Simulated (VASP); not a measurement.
# Cu16Cl in VASP: further runs

The runs below take Cu16Cl through single point, with PBE+D3(BJ).

Program: VASP 6.6.1. These are calculated values, not measurements. Logs are shortened: lines on timing, memory, paths and dates and some standing lists are left out, and cuts for length are marked.

## (1) The cell of the first run

The cell holds a slab with vacuum, 17 atoms: a = 5.039 Å, b = 5.039 Å, c = 25.172 Å, α = 90.00°, β = 90.00°, γ = 120.00°.

## (2) Single point, PBE+D3(BJ)

Contents of INCAR:

```
  ALGO = Fast
  DIPOL = 0.5 0.5 0.473
  EDIFF = 1E-6
  ENCUT = 520
  GGA = PE
  IDIPOL = 3
  ISIF = 2
  ISMEAR = 0
  IVDW = 12
  LASPH = True
  LCHARG = False
  LDIPOL = True
  LREAL = Auto
  LWAVE = False
  NBANDS = 106
  NELM = 80
  PREC = Accurate
  SIGMA = 0.1
```

Contents of KPOINTS:

```
k-points
0
Gamma
  6 6 1
```

Contents of POSCAR:

```
Cu16Cl
1.0
    5.0393684011      0.0000000000      0.0000000000
   -2.5196842005      4.3642210544      0.0000000000
    0.0000000000      0.0000000000     25.1719406043
Cu Cl
16 1
Direct
    0.3333333333      0.1666666667      0.3376775805
    0.3333333333      0.6666666667      0.3376775805
    0.8333333333      0.1666666667      0.3376775805
    0.8333333333      0.6666666667      0.3376775805
    0.6666666667      0.3333333333      0.4194080107
    0.6666666667      0.8333333333      0.4194080107
    0.1666666667      0.3333333333      0.4194080107
    0.1666666667      0.8333333333      0.4194080107
    0.0011099953      0.5005549976      0.5010423811
    0.0000000000      0.0000000000      0.5011552541
    0.4994450024      0.5005549976      0.5010423811
    0.4994450024     -0.0011099953      0.5010423811
    0.3333333333      0.6666666667      0.5837902767
    0.3333533365      0.1666766682      0.5823565238
    0.8333233318      0.6666466635      0.5823565238
    0.8333233318      0.1666766682      0.5823565238
    0.3333333333      0.6666666667      0.6699003060
```

Potentials or basis: VASP PAW PBE potentials, release 64 (Cu, Cl).

Launch:

```bash
cat potpaw_PBE.64/Cu/POTCAR potpaw_PBE.64/Cl/POTCAR > POTCAR
mpirun -np 1 vasp_std > vasp.out
```

OUTCAR:

```text
EDIFF = 1E-6
   ENCUT = 520
   GGA = PE
   ISIF = 2
   ISMEAR = 0
   IVDW = 12
   LASPH = True
   LREAL = Auto
   NELM = 80
   PREC = Accurate
 IVDW          = 12

 ion  position               nearest neighbor table
   1  0.333  0.167  0.338-   7 2.52   2 2.52   2 2.52   3 2.52   3 2.52   8 2.52   5 2.52   4 2.52
                             4 2.52
   2  0.333  0.667  0.338-   8 2.52   1 2.52   1 2.52   4 2.52   4 2.52   7 2.52   6 2.52   3 2.52
                             3 2.52
   3  0.833  0.167  0.338-   5 2.52   4 2.52   4 2.52   1 2.52   1 2.52   6 2.52   7 2.52   2 2.52
                             2 2.52
   4  0.833  0.667  0.338-   6 2.52   3 2.52   3 2.52   2 2.52   2 2.52   5 2.52   8 2.52   1 2.52
                             1 2.52
   5  0.667  0.333  0.419-   3 2.52   6 2.52   6 2.52   7 2.52   7 2.52   4 2.52   1 2.52   8 2.52
                             8 2.52  11 2.52  12 2.52   9 2.52
   6  0.667  0.833  0.419-  12 2.52  11 2.52   4 2.52   5 2.52   5 2.52   8 2.52   8 2.52   3 2.52
                             2 2.52   7 2.52   7 2.52  10 2.52
   7  0.167  0.333  0.419-   9 2.52  11 2.52   1 2.52   8 2.52   8 2.52   5 2.52   5 2.52   2 2.52
                             3 2.52   6 2.52   6 2.52  10 2.52
   8  0.167  0.833  0.419-   9 2.52  12 2.52   2 2.52   7 2.52   7 2.52   6 2.52   6 2.52   1 2.52
                             4 2.52   5 2.52   5 2.52  10 2.52
   9  0.001  0.501  0.501-  11 2.51  12 2.51  15 2.51  16 2.51   7 2.52   8 2.52  10 2.52  10 2.52
                             5 2.52  11 2.53  12 2.53  13 2.54
  10  0.000  0.000  0.501-  16 2.51  15 2.51  14 2.51   9 2.52  12 2.52  11 2.52  11 2.52   9 2.52
                            12 2.52   7 2.52   6 2.52   8 2.52
  11  0.499  0.501  0.501-  12 2.51   9 2.51  14 2.51  15 2.51   6 2.52   7 2.52  10 2.52  10 2.52
                             5 2.52  12 2.53   9 2.53  13 2.54
  12  0.499  0.999  0.501-  11 2.51   9 2.51  14 2.51  16 2.51   6 2.52   8 2.52  10 2.52  10 2.52
                             5 2.52  11 2.53   9 2.53  13 2.54
  13  0.333  0.667  0.584-  17 2.17  14 2.52  15 2.52  16 2.52  16 2.52  14 2.52  15 2.52  12 2.54
                             9 2.54  11 2.54
  14  0.333  0.167  0.582-  10 2.51  12 2.51  11 2.51  16 2.52  15 2.52  16 2.52  15 2.52  13 2.52
                            13 2.52
  15  0.833  0.667  0.582-  10 2.51   9 2.51  11 2.51  16 2.52  14 2.52  16 2.52  14 2.52  13 2.52
                            13 2.52
  16  0.833  0.167  0.582-  10 2.51   9 2.51  12 2.51  15 2.52  14 2.52  15 2.52  14 2.52  13 2.52
                            13 2.52
  17  0.333  0.667  0.670-  13 2.17

  LATTYP: Found a hexagonal cell.
 ALAT       =     5.0393684011
 C/A-ratio  =     4.9950586266

  Lattice vectors:

 A1 = (   5.0393684011,   0.0000000000,   0.0000000000)
 A2 = (  -2.5196842005,   4.3642210544,   0.0000000000)
 A3 = (   0.0000000000,   0.0000000000,  25.1719406043)

Analysis of symmetry for initial positions (statically):
=====================================================================
 Subroutine PRICEL returns:
 Original cell was already a primitive cell.

 Routine SETGRP: Setting up the symmetry group for a
 hexagonal supercell.

 Subroutine GETGRP returns: Found  6 space group operations
 (whereof  6 operations were pure point group operations)
 out of a pool of 24 trial point group operations.

The static configuration has the point symmetry C_3v.

Analysis of symmetry for dynamics (positions and initial velocities):
=====================================================================
 Subroutine PRICEL returns:
 Original cell was already a primitive cell.

 Routine SETGRP: Setting up the symmetry group for a
 hexagonal supercell.

 Subroutine GETGRP returns: Found  6 space group operations
 (whereof  6 operations were pure point group operations)
 out of a pool of 24 trial point group operations.

The dynamic configuration has the point symmetry C_3v.

 Subroutine INISYM returns: Found  6 space group operations
 (whereof  6 operations are pure point group operations),
 and found     1 'primitive' translations

----------------------------------------------------------------------------------------

                                     Primitive cell

  volume of cell :     553.6044

  direct lattice vectors                    reciprocal lattice vectors
     5.039368401  0.000000000  0.000000000     0.198437566  0.114567982  0.000000000
    -2.519684200  4.364221054  0.000000000     0.000000000  0.229135964  0.000000000
     0.000000000  0.000000000 25.171940604     0.000000000  0.000000000  0.039726774

  length of vectors
     5.039368401  5.039368401 25.171940604     0.229135964  0.229135964  0.039726774

  position of ions in fractional coordinates (direct lattice)
     0.333333333  0.166666667  0.337677580
     0.333333333  0.666666667  0.337677580
     0.833333333  0.166666667  0.337677580
[... 59 lines left out ...]
 Found      7 irreducible k-points:

 Following reciprocal coordinates:
            Coordinates               Weight
  0.000000  0.000000  0.000000      1.000000
  0.166667  0.000000  0.000000      6.000000
  0.333333 -0.000000  0.000000      6.000000
  0.500000  0.000000  0.000000      3.000000
  0.166667  0.166667  0.000000      6.000000
  0.333333  0.166667  0.000000     12.000000
  0.333333  0.333333  0.000000      2.000000
   k-points           NKPTS =      7   k-points in BZ     NKDIM =      7   number of bands    NBANDS=    106
   number of dos      NEDOS =    301   number of ions     NIONS =     17
   total plane-waves  NPLWV = 307200
   dimension x,y,z NGX =    40 NGY =   40 NGZ =  192
   dimension x,y,z NGXF=    80 NGYF=   80 NGZF=  384
   ions per type =              16   1
   NGX,Y,Z   is equivalent  to a cutoff of  13.20, 13.20, 12.68 a.u.
   NGXF,Y,Z  is equivalent  to a cutoff of  26.39, 26.39, 25.36 a.u.
 SYSTEM =  unknown system
   PREC   = accura    normal or accurate (medium, high low for compatibility)
   ISTART =      0    job   : 0-new  1-cont  2-samecut
   ICHARG =      2    charge: 1-file 2-atom 10-const
   ISPIN  =      1    spin polarized calculation?
   LNONCOLLINEAR =      F non collinear calculations
   LSORBIT =      F    spin-orbit coupling
   LASPH  =      T    aspherical Exc in radial PAW
   ENCUT  =  520.0 eV  38.22 Ry    6.18 a.u.   9.37  9.37 46.80*2*pi/ulx,y,z
   NELM   =     80;   NELMIN=  2; NELMDL= -5     # of ELM steps
   EDIFF  = 0.1E-05   stopping-criterion for ELM
   LREAL  =      T    real-space projection
   EDIFFG = 0.1E-04   stopping-criterion for IOM
   NSW    =      0    number of steps for IOM
   IBRION =     -1    ionic relax: 0-MD 1-quasi-New 2-CG
   NFREE  =      0    steps in history (QN), initial steepest desc. (CG)
   ISIF   =      2    stress and relaxation
   ISYM   =      2    0-nonsym 1-usesym 2-fastsym
   POTIM  = 0.5000    time-step for ionic-motion
   TEBEG  =    0.0;   TEEND  =   0.0 temperature during run
   PSTRESS=    0.0 pullay stress
   NELECT =     183.0000    total number of electrons
   NUPDOWN=      -1.0000    fix difference up-down
   EMIN   =  10.00;   EMAX   =-10.00  energy-range for DOS
   EFERMI =   0.00;   METHOD = LEGACY
   ISMEAR =     0;   SIGMA  =   0.10  broadening in eV -4-tet -1-fermi 0-gaus
   EFERMI_NEDOS =   21; number of points for ismear=-14 and -15
   IALGO  =     68    algorithm
   IMIX   =      4    mixing-type and parameters
     AMIX     =   0.40;   BMIX     =  1.00
     AMIX_MAG =   1.60;   BMIX_MAG =  1.00
  volume/ion in A,a.u.               =      32.56       219.76
  Fermi-wavevector in a.u.,A,eV,Ry     =   1.131945  2.139066 17.433139  1.281300
  Thomas-Fermi vector in A             =   2.268645
   LORBIT       =      0    0 simple, 1 ext, 2 COOP (PROOUT), +10 PAW based schemes
   GGA     = PE    functional components
   LHFCALC =     F    Hartree Fock is set to
   AEXX    =    0.0000 exact exchange contribution
   IVDW    =    12    specifies the selected vdW correction
   LEPSILON=     F    determine dielectric tensor
   LRPA    =     F    only Hartree local field effects (RPA)
 non-spin polarized calculation
 RMM-DIIS sequential band-by-band and
 Gauss-broadening in eV      SIGMA  =   0.10
  energy-cutoff  :      520.00
  volume of cell :      553.60
 maximum number of plane-waves:     14952
 NGX is ok and might be reduce to    40
   NGX = 19   NGY = 19   NGZ = 93

 dipolmoment           0.000000      0.000000     -0.093287 electrons x Angstroem

 number of electron     182.9999956 magnetization

 dipolmoment           0.000000      0.000000      0.166237 electrons x Angstroem

 Free energy of the ion-electron system (eV)
  ---------------------------------------------------
  ext. energy  EPLUGINS =         0.00000000
  ---------------------------------------------------
  free energy    TOTEN  =       -59.04596900 eV

  energy without entropy =      -58.99472248  energy(sigma->0) =      -59.02034574

 E-fermi :  -0.7260     XC(G=0):  -5.3486

 val. band max:       -0.7313742886   @ k =   0.3333  -0.0000   0.0000
 cond. band min:      -0.7211851242   @ k =   0.3333   0.3333   0.0000
 fundamental gap:      0.0101891644
 Fermi energy:        -0.7260056829

 k-point     1 :       0.0000    0.0000    0.0000
  band No.  band energies     occupation
      1     -15.2609      2.00000
      2      -9.8328      2.00000
      3      -8.5212      2.00000
      4      -6.8473      2.00000
      5      -6.0036      2.00000
      6      -5.7201      2.00000
[... 731 lines left out ...]
    102       3.9557      0.00000
    103       3.9723      0.00000
 [bands above 103 left out]

------------------------ aborting loop because EDIFF is reached ----------------------------------------

 vacuum level on the upper side and lower side of the slab       (xc-potential included)         0.527        -0.838

 Edisp (eV)   -7.47095

 E8    (eV) :    -3.3051

  FORCE on cell =-STRESS in cart. coord.  units (eV):
  Direction    XX          YY          ZZ          XY          YZ          ZX
  --------------------------------------------------------------------------------------
  -------------------------------------------------------------------------------------
  Total      -2.21539    -2.21539     0.72837    -0.00000     0.00000     0.00000
  in kB      -6.41153    -6.41153     2.10797    -0.00000     0.00000     0.00000
  external pressure =       -3.57 kB  Pullay stress =        0.00 kB

 VOLUME and BASIS-vectors are now :
 -----------------------------------------------------------------------------
  energy-cutoff  :      520.00
  volume of cell :      553.60
      direct lattice vectors                 reciprocal lattice vectors
     5.039368401  0.000000000  0.000000000     0.198437566  0.114567982  0.000000000
    -2.519684200  4.364221054  0.000000000     0.000000000  0.229135964  0.000000000
     0.000000000  0.000000000 25.171940604     0.000000000  0.000000000  0.039726774

 POSITION                                       TOTAL-FORCE (eV/Angst)
 -----------------------------------------------------------------------------------
      1.25984      0.72737      8.50000         0.004176      0.002411     -0.088244
     -0.00000      2.90948      8.50000         0.000000     -0.000000     -0.048454
      3.77953      0.72737      8.50000        -0.004176      0.002411     -0.088244
      2.51968      2.90948      8.50000        -0.000000     -0.004821     -0.088244
      2.51968      1.45474     10.55731         0.000000     -0.000000      0.064059
      1.25984      3.63685     10.55731         0.018285      0.010557      0.059421
[... 9 lines left out ...]
      3.77945      0.72741     14.65904        -0.000828      0.000478      0.031570
     -0.00000      2.90948     16.86269         0.000000     -0.000000     -0.018470
 -----------------------------------------------------------------------------------
    total drift:                               -0.000002      0.000001     -0.003306

  FREE ENERGIE OF THE ION-ELECTRON SYSTEM (eV)
  ---------------------------------------------------
  free  energy   TOTEN  =       -66.5169175983 eV

  energy  without entropy=      -66.4656710828  energy(sigma->0) =      -66.49129434

 vacuum level on the upper side and lower side of the slab         5.402         4.025
```

It took 18 min on 1 thread of Oxide Virtual Turin-like, shared host; peak memory 0.72 GiB.

Results:

| Quantity | Value |
| --- | --- |
| Free energy | -66.5169 eV |
| Largest force | 0.088 eV/Å |
| Band gap on the k mesh | zero (an odd number of electrons rules out a gap without spin polarisation) |
| Dispersion energy per atom | -0.439 eV |

Forces in eV/Å, atoms in the order of the input:
```
Cu   0.004  0.002 -0.088
Cu   0.000  0.000 -0.048
Cu  -0.004  0.002 -0.088
Cu   0.000 -0.005 -0.088
Cu   0.000  0.000  0.064
Cu   0.018  0.011  0.059
Cu   0.000 -0.021  0.059
Cu  -0.018  0.011  0.059
Cu  -0.001 -0.001  0.004
Cu   0.000  0.000 -0.011
Cu   0.001 -0.001  0.004
Cu   0.000  0.001  0.004
Cu   0.000  0.000 -0.006
Cu   0.001  0.000  0.032
Cu   0.000 -0.001  0.032
Cu  -0.001  0.000  0.032
Cl   0.000  0.000 -0.018
```

Levels at points of the mesh, in eV from the Fermi level:
| k point | band 90 | band 91 | band 92 | band 93 | band 94 | band 95 |
| --- | --- | --- | --- | --- | --- | --- |
| (0.00, 0.00, 0.00) | -0.08 | -0.08 | 0.85 | 0.95 | 0.95 | 0.98 |
| (0.50, 0.00, 0.00) | -0.48 | -0.02 | 0.01 | 0.63 | 0.72 | 1.21 |

Caveat: an odd number of electrons without spin polarisation forces a metal; a magnetic or distorted state may lie lower.

[end of part 1 of 2]

The gap in the log of VASP goes by the Fermi energy; the results here count the filled bands.